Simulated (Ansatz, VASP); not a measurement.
**One calculation of ZrB, two programs**

```
Zr B
1.0
     0.00000    2.43920    2.43920
     2.43920    0.00000    2.43920
     2.43920    2.43920    0.00000
Zr B
1 1
Cartesian
  2.4392 2.4392 2.4392
  0.0000 0.0000 0.0000
```

Alike in both runs: task single point; functional r2SCAN; k mesh 12 × 12 × 12; occupations gaussian, width 0.05 eV; no spin polarisation.

|  | VASP | Ansatz |
| --- | --- | --- |
| version | VASP 6.6.1 | Ansatz 0.2.0 |
| potentials or method | VASP PAW PBE potentials, release 64 (Zr_sv, B), cutoff 520 eV | scalar-relativistic, plane waves, PAW |
| valence electrons in the cell | 15 | 15 |

Ansatz gave:

- gap on the k mesh at the Fermi level (eV): none
- pressure (GPa): 3.4

Problem. What did VASP give for the same quantities?

Solution. gap on the k mesh at the Fermi level (eV): none; pressure (GPa): 3.5.

VASP's potentials were made for PBE, not for r2SCAN. A gap of «none» marks a metal or a gap that the smearing closes.
